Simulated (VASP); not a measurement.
# BeH2 in VASP: notebook

The runs below take BeH2 through relaxation of cell and atoms, single point, with PBEsol.

Program: VASP 6.6.1. These are calculated values, not measurements. Logs are shortened: lines on timing, memory, paths and dates and some standing lists are left out, and cuts for length are marked.

### 1 The cell of the first run

The typed cell holds 6 atoms: a = 2.759 Å, b = 5.514 Å, c = 2.777 Å, α = 61.41°, β = 60.45°, γ = 61.13°.

### 2 Relaxation of cell and atoms, PBEsol

Contents of INCAR:

```
ALGO = Normal
EDIFF = 1E-6
EDIFFG = -0.01
ENCUT = 600
GGA = PS
IBRION = 2
ISIF = 3
ISMEAR = -1
LASPH = T
LCHARG = F
LREAL = F
LWAVE = F
NELM = 100
NSW = 100
PREC = Accurate
SIGMA = 0.05
```

Contents of KPOINTS:

```
k-points
0
Gamma
  8 8 8
```

Contents of POSCAR:

```
BeH2
1.0
   -0.0207864452      1.9645070933      1.9376283899
    3.8962207546     -0.0669949435      3.9006788329
    1.9489179641      1.9780257066     -0.0343050585
Be H
2 4
Direct
    0.0270838768     -0.0048605308      0.0029303671
   -0.0151028021      0.4980176409      0.0279549019
    0.2459693007      0.1276657216      0.2518696582
    0.7425082762      0.3834802759      0.7415296395
    0.2420874994      0.6195535705      0.2568856699
    0.7348900784      0.8783556279      0.7569872266
```

Potentials or basis: VASP PAW PBE potentials, release 64 (Be, H).

Run with:

```sh
cat potpaw_PBE.64/Be/POTCAR potpaw_PBE.64/H/POTCAR > POTCAR
mpirun -np 1 vasp_std > vasp.out
```

OUTCAR:

```text
EDIFF = 1E-6
   EDIFFG = -0.01
   ENCUT = 600
   GGA = PS
   IBRION = 2
   ISIF = 3
   ISMEAR = -1
   LASPH = T
   LREAL = F
   NELM = 100
   NSW = 100
   PREC = Accurate

 ion  position               nearest neighbor table
   1  0.027  0.995  0.003-   6 1.61
   2  0.985  0.498  0.028-   5 1.63   4 1.64
   3  0.246  0.128  0.252-
   4  0.743  0.383  0.742-   2 1.64
   5  0.242  0.620  0.257-   2 1.63
   6  0.735  0.878  0.757-   1 1.61

  LATTYP: Found a triclinic cell.
 ALAT       =     2.7770566728
 B/A-ratio  =     1.0036496971
 C/A-ratio  =     1.7618515815
 COS(alpha) =     0.0085283246
 COS(beta)  =     0.3064457096
 COS(gamma) =     0.5081502608

  Lattice vectors:

 A1 = (   1.9489179641,   1.9780257066,  -0.0343050585)
 A2 = (   1.9697044093,   0.0135186133,  -1.9719334484)
 A3 = (  -1.9680892357,   4.0095277434,  -1.9973555015)

Analysis of symmetry for initial positions (statically):
=====================================================================
 Subroutine PRICEL returns:
 Original cell was already a primitive cell.

 Routine SETGRP: Setting up the symmetry group for a
 triclinic supercell.

 Subroutine GETGRP returns: Found  1 space group operations
 (whereof  1 operations were pure point group operations)
 out of a pool of  2 trial point group operations.

The static configuration has the point symmetry C_1 .

Analysis of symmetry for dynamics (positions and initial velocities):
=====================================================================
 Subroutine PRICEL returns:
 Original cell was already a primitive cell.

 Routine SETGRP: Setting up the symmetry group for a
 triclinic supercell.

 Subroutine GETGRP returns: Found  1 space group operations
 (whereof  1 operations were pure point group operations)
 out of a pool of  2 trial point group operations.

The dynamic configuration has the point symmetry C_1 .

 Subroutine INISYM returns: Found  1 space group operations
 (whereof  1 operations are pure point group operations),
 and found     1 'primitive' translations

----------------------------------------------------------------------------------------

                                     Primitive cell

  volume of cell :      30.5432

  direct lattice vectors                    reciprocal lattice vectors
    -0.020786445  1.964507093  1.937628390    -0.252538452  0.253272440  0.256599831
     3.896220755 -0.066994944  3.900678833     0.127690127 -0.123613756  0.126698352
     1.948917964  1.978025707 -0.034305058     0.255137318  0.249826378 -0.250554903

  length of vectors
     2.759370213  5.513648506  2.777056673     0.440188678  0.218260399  0.436217869

  position of ions in fractional coordinates (direct lattice)
     0.027083877  0.995139469  0.002930367
     0.984897198  0.498017641  0.027954902
     0.245969301  0.127665722  0.251869658
     0.742508276  0.383480276  0.741529640
     0.242087499  0.619553571  0.256885670
     0.734890078  0.878355628  0.756987227

  ion indices of the primitive-cell ions
   primitive index   ion index
                 1           1
                 2           2
                 3           3
                 4           4
                 5           5
                 6           6

----------------------------------------------------------------------------------------

 KPOINTS: k-points

Automatic generation of k-mesh.
 Grid dimensions read from file:
 generate k-points for:    8    8    8

 Generating k-lattice:

  Cartesian coordinates                     Fractional coordinates (reciprocal lattice)
    -0.031567306  0.031659055  0.032074979     0.125000000  0.000000000  0.000000000
     0.015961266 -0.015451720  0.015837294    -0.000000000  0.125000000 -0.000000000
     0.031892165  0.031228297 -0.031319363     0.000000000  0.000000000  0.125000000

  Length of vectors
     0.055023585  0.027282550  0.054527234

  Shift w.r.t. Gamma in fractional coordinates (k-lattice)
     0.000000000  0.000000000  0.000000000

 Subroutine IBZKPT returns following result:
 ===========================================

 Found    260 irreducible k-points:

 Following reciprocal coordinates:
            Coordinates               Weight
  0.000000  0.000000  0.000000      1.000000
  0.125000  0.000000  0.000000      2.000000
  0.250000  0.000000  0.000000      2.000000
  0.375000 -0.000000  0.000000      2.000000
  0.500000  0.000000  0.000000      1.000000
  0.000000  0.125000 -0.000000      2.000000
[... 16 lines left out ...]
  0.125000  0.375000 -0.000000      2.000000
  0.250000  0.375000 -0.000000      2.000000
 [... further k-points ...]
   k-points           NKPTS =    260   k-points in BZ     NKDIM =    260   number of bands    NBANDS=      8
   number of dos      NEDOS =    301   number of ions     NIONS =      6
   total plane-waves  NPLWV =  27648
   dimension x,y,z NGX =    24 NGY =   48 NGZ =   24
   dimension x,y,z NGXF=    48 NGYF=   96 NGZF=   48
   ions per type =               2   4
   NGX,Y,Z   is equivalent  to a cutoff of  14.46, 14.47, 14.37 a.u.
   NGXF,Y,Z  is equivalent  to a cutoff of  28.92, 28.95, 28.73 a.u.
 SYSTEM =  unknown system
   PREC   = accura    normal or accurate (medium, high low for compatibility)
   ISTART =      0    job   : 0-new  1-cont  2-samecut
   ICHARG =      2    charge: 1-file 2-atom 10-const
   ISPIN  =      1    spin polarized calculation?
   LNONCOLLINEAR =      F non collinear calculations
   LSORBIT =      F    spin-orbit coupling
   LASPH  =      T    aspherical Exc in radial PAW
   ENCUT  =  600.0 eV  44.10 Ry    6.64 a.u.   5.51 11.01  5.55*2*pi/ulx,y,z
   NELM   =    100;   NELMIN=  2; NELMDL= -5     # of ELM steps
   EDIFF  = 0.1E-05   stopping-criterion for ELM
   LREAL  =      F    real-space projection
   EDIFFG = -.1E-01   stopping-criterion for IOM
   NSW    =    100    number of steps for IOM
   IBRION =      2    ionic relax: 0-MD 1-quasi-New 2-CG
   NFREE  =      1    steps in history (QN), initial steepest desc. (CG)
   ISIF   =      3    stress and relaxation
   ISYM   =      2    0-nonsym 1-usesym 2-fastsym
   POTIM  = 0.5000    time-step for ionic-motion
   TEBEG  =    0.0;   TEEND  =   0.0 temperature during run
   PSTRESS=    0.0 pullay stress
   NELECT =       8.0000    total number of electrons
   NUPDOWN=      -1.0000    fix difference up-down
   EMIN   =  10.00;   EMAX   =-10.00  energy-range for DOS
   EFERMI =   0.00;   METHOD = LEGACY
   ISMEAR =    -1;   SIGMA  =   0.05  broadening in eV -4-tet -1-fermi 0-gaus
   EFERMI_NEDOS =   21; number of points for ismear=-14 and -15
   IALGO  =     38    algorithm
   IMIX   =      4    mixing-type and parameters
     AMIX     =   0.40;   BMIX     =  1.00
     AMIX_MAG =   1.60;   BMIX_MAG =  1.00
  volume/ion in A,a.u.               =       5.09        34.35
  Fermi-wavevector in a.u.,A,eV,Ry     =   1.047449  1.979392 14.927638  1.097150
  Thomas-Fermi vector in A             =   2.182330
   LORBIT       =      0    0 simple, 1 ext, 2 COOP (PROOUT), +10 PAW based schemes
   GGA     = PS    functional components
   LHFCALC =     F    Hartree Fock is set to
   AEXX    =    0.0000 exact exchange contribution
   IVDW    =     0    specifies the selected vdW correction
   LEPSILON=     F    determine dielectric tensor
   LRPA    =     F    only Hartree local field effects (RPA)
 conjugate gradient relaxation of ions
 non-spin polarized calculation
  energy-cutoff  :      600.00
  volume of cell :       30.54
 maximum number of plane-waves:      1041
 NGX is ok and might be reduce to    24
   NGX = 11   NGY = 21   NGZ = 11

--------------------------------------- Ionic step        1  -------------------------------------------

 number of electron       8.0000000 magnetization

 Free energy of the ion-electron system (eV)
  ---------------------------------------------------
  ext. energy  EPLUGINS =         0.00000000
  ---------------------------------------------------
  free energy    TOTEN  =       -18.80678285 eV

  energy without entropy =      -18.80228307  energy(sigma->0) =      -18.80453296

------------------------ aborting loop because EDIFF is reached ----------------------------------------

  FORCE on cell =-STRESS in cart. coord.  units (eV):
  Direction    XX          YY          ZZ          XY          YZ          ZX
  --------------------------------------------------------------------------------------
  -------------------------------------------------------------------------------------
  Total        0.2011443     -0.1727818      0.2299367     -0.0782994     -0.0283143     -0.0625186
  in kB       10.5512290     -9.0634455     12.0615656     -4.1072739     -1.4852566     -3.2794771
  external PRESSURE =       4.5164497 kB  Pullay stress =       0.0000000 kB
[... 101 lines left out ...]
  FREE ENERGIE OF THE ION-ELECTRON SYSTEM (eV)
  ---------------------------------------------------
  free  energy   TOTEN  =       -18.8208474782 eV

  energy  without entropy=      -18.8156992302  energy(sigma->0) =      -18.81827335

 E-fermi :   4.8073     XC(G=0): -10.0518

 val. band max:        4.7874066832   @ k =  -0.0000   0.2500   0.3750
 cond. band min:       4.8169963982   @ k =   0.5000   0.0000   0.1250
 fundamental gap:      0.0295897150
 Fermi energy:         4.8072717527

 k-point     1 :       0.0000    0.0000    0.0000
  band No.  band energies     occupation
      1      -8.6044      2.00000
      2      -4.3673      2.00000
      3      -4.2717      2.00000
      4       5.1967      0.00083
      5      12.7379      0.00000
      6      13.9491      0.00000
      7      14.1830      0.00000
      8      14.4586      0.00000
[... 243 lines left out ...]
 k-point    24 :       0.2500    0.3750   -0.0000
  band No.  band energies     occupation
      1      -7.0118      2.00000
      2      -4.7851      2.00000
      3      -1.2657      2.00000
      4       4.1994      1.99999
      5       7.1551      0.00000
      6       7.9692      0.00000
      7      12.6043      0.00000
      8      13.5905      0.00000

 [... further k-points ...]

[... ionic steps 4 to 66 ...]

--------------------------------------- Ionic step       67  -------------------------------------------

 number of electron       7.9999999 magnetization

------------------------ aborting loop because EDIFF is reached ----------------------------------------

  FORCE on cell =-STRESS in cart. coord.  units (eV):
  Direction    XX          YY          ZZ          XY          YZ          ZX
  --------------------------------------------------------------------------------------
  -------------------------------------------------------------------------------------
  Total       -0.0131026      0.0116631      0.0158540     -0.0011126     -0.0072782     -0.0211397
  in kB       -0.6003308      0.5343749      0.7263919     -0.0509765     -0.3334700     -0.9685684
  external PRESSURE =       0.2201453 kB  Pullay stress =       0.0000000 kB
[... 65 lines left out ...]
  energy  without entropy=      -20.8541881209  energy(sigma->0) =      -20.85418812

--------------------------------------- Ionic step       69  -------------------------------------------

 number of electron       7.9999999 magnetization

 Free energy of the ion-electron system (eV)
  ---------------------------------------------------
  ext. energy  EPLUGINS =         0.00000000
  ---------------------------------------------------
  free energy    TOTEN  =       -20.85428761 eV

  energy without entropy =      -20.85428761  energy(sigma->0) =      -20.85428761

 E-fermi :   2.3418     XC(G=0):  -9.4962

 val. band max:        1.2477556701   @ k =  -0.1250   0.5000   0.3750
 cond. band min:       4.9147747293   @ k =   0.1250   0.2500   0.5000
 fundamental gap:      3.6670190591
 Fermi energy:         2.3417556031

 k-point     1 :       0.0000    0.0000    0.0000
  band No.  band energies     occupation
      1      -9.0923      2.00000
      2      -8.0120      2.00000
      3      -5.4030      2.00000
      4      -2.5927      2.00000
      5       5.8748      0.00000
      6      13.4132      0.00000
      7      15.2192      0.00000
      8      19.1134      0.00000
[... 243 lines left out ...]
 k-point    24 :       0.2500    0.3750   -0.0000
  band No.  band energies     occupation
      1      -7.2727      2.00000
      2      -6.5218      2.00000
      3      -3.0425      2.00000
      4      -0.8917      2.00000
      5       7.4757      0.00000
      6      10.1742      0.00000
      7      11.6236      0.00000
      8      13.2015      0.00000

 [... further k-points ...]
[... 5 lines left out ...]
  --------------------------------------------------------------------------------------
  -------------------------------------------------------------------------------------
  Total       -0.0211253      0.0296259     -0.0048987      0.0012579     -0.0136690     -0.0009067
  in kB       -0.9661720      1.3549516     -0.2240435      0.0575317     -0.6251580     -0.0414681
  external PRESSURE =       0.0549120 kB  Pullay stress =       0.0000000 kB
[... 21 lines left out ...]
  FREE ENERGIE OF THE ION-ELECTRON SYSTEM (eV)
  ---------------------------------------------------
  free  energy   TOTEN  =       -20.8542876057 eV

  energy  without entropy=      -20.8542876057  energy(sigma->0) =      -20.85428761

 reached required accuracy - stopping structural energy minimisation
```

Run time: 30 min. Hardware: 1 thread of Intel Xeon Platinum 8259CL at 2.50GHz (Skylake/Cascade Lake), shared host; peak memory 0.22 GiB.

Results:

```
Free energy                           : -20.8543 eV
Relaxed volume                        : 5.84 Å³/atom
Relaxed cell                          : a = 2.309 Å, b = 8.063 Å, c = 2.308 Å, α = 72.85°, β = 60.01°, γ = 73.11°
Space group after relaxing (to 0.1 Å) : R-3m (No. 166)
Energy gained by relaxing             : 341.3 meV/atom
Ionic steps                           : 69
Pressure after relaxing               : 0.0 GPa
Largest force after relaxing          : 0.006 eV/Å
Band gap on the k mesh                : 3.67 eV
```

Forces in eV/Å, atoms in the order of the input:
```
Be   0.001  0.003 -0.002
Be   0.001 -0.003  0.003
H    0.003  0.000  0.005
H    0.000 -0.001 -0.002
H    0.000  0.000 -0.001
H   -0.005  0.000 -0.003
```

Stress tensor (GPa, compression positive):
```
-0.10  0.01  0.00
 0.01  0.14 -0.06
 0.00 -0.06 -0.02
```

Step by step:
| step | energy change (eV) | largest force (eV/Å) | pressure (GPa) | volume (Å³) |
| --- | --- | --- | --- | --- |
| 1 | 0.0000 | 0.1910 | 0.45 | 30.54 |
| 3 | -0.0141 | 0.0440 | -0.50 | 30.77 |
| 5 | -0.0159 | 0.0407 | -0.24 | 30.68 |
| 7 | -0.0202 | 0.0300 | 0.71 | 30.39 |
| 9 | -0.0427 | 0.1114 | -0.21 | 30.83 |
| 11 | -0.2521 | 1.4393 | 2.52 | 32.02 |
| 13 | -0.3989 | 2.0724 | 4.81 | 32.23 |
| 15 | -0.4056 | 2.8543 | 6.55 | 32.28 |
| 17 | -0.4493 | 2.6738 | 6.24 | 32.34 |
| 19 | -0.7295 | 0.7122 | 2.06 | 32.83 |
| 21 | -0.7883 | 0.7446 | -0.44 | 33.30 |
| 23 | -0.9213 | 0.8341 | -0.30 | 33.40 |
| 25 | -1.2150 | 0.9987 | 1.80 | 33.54 |
| 27 | -1.4745 | 0.9288 | -0.89 | 34.11 |
| 29 | -1.5011 | 1.0967 | -1.47 | 34.28 |
| 31 | -1.8401 | 1.1994 | -2.23 | 34.28 |
| 33 | -1.9940 | 0.4953 | 2.25 | 33.42 |
| 35 | -2.0266 | 0.0991 | 1.13 | 33.99 |
| 37 | -2.0330 | 0.1092 | -0.34 | 34.55 |
| 39 | -2.0355 | 0.0485 | 0.30 | 34.59 |
| 41 | -2.0366 | 0.0361 | 0.22 | 34.84 |
| 43 | -2.0369 | 0.0166 | -0.11 | 35.02 |
| 45 | -2.0373 | 0.0357 | -0.03 | 35.04 |
| 47 | -2.0377 | 0.0298 | 0.02 | 35.04 |
| 49 | -2.0385 | 0.0531 | 0.23 | 35.06 |
| 51 | -2.0391 | 0.0476 | 0.18 | 35.10 |
| 53 | -2.0417 | 0.0335 | -0.07 | 35.26 |
| 55 | -2.0444 | 0.0343 | -0.39 | 35.44 |
| 57 | -2.0453 | 0.0284 | -0.19 | 35.32 |
| 59 | -2.0460 | 0.0169 | 0.05 | 35.12 |
| 61 | -2.0465 | 0.0182 | -0.09 | 35.04 |
| 63 | -2.0468 | 0.0116 | 0.08 | 34.92 |
| 65 | -2.0470 | 0.0174 | 0.10 | 34.91 |
| 67 | -2.0473 | 0.0141 | 0.02 | 34.97 |
| 69 | -2.0475 | 0.0057 | 0.01 | 35.03 |

Final structure:
```cif
data_structure
_symmetry_space_group_name_H-M 'P 1'
_symmetry_Int_Tables_number 1
_cell_length_a 2.3090
_cell_length_b 8.0630
_cell_length_c 2.3083
_cell_angle_alpha 72.847
_cell_angle_beta 60.015
_cell_angle_gamma 73.115
_cell_volume 35.03
loop_
_atom_site_label
_atom_site_type_symbol
_atom_site_fract_x
_atom_site_fract_y
_atom_site_fract_z
_atom_site_occupancy
Be1 Be 0.99160 0.00052 0.00279 1
Be2 Be 0.00086 0.50021 0.00985 1
H1 H 0.24763 0.11650 0.25552 1
H2 H 0.74487 0.38415 0.75717 1
H3 H 0.25679 0.61633 0.26192 1
H4 H 0.73569 0.88451 0.75091 1
```

Caveat: the structure was generated, so it needn't be the stable form of BeH2; a cell axis changed by over 15 % at a fixed basis, so the end point is rough; the PAW data sets were made with another functional, which shifts forces and pressure a little. A k mesh can miss the band edges.

(Continued in part 2 of 2.)

The gap in the log of VASP goes by the Fermi energy; the results here count the filled bands.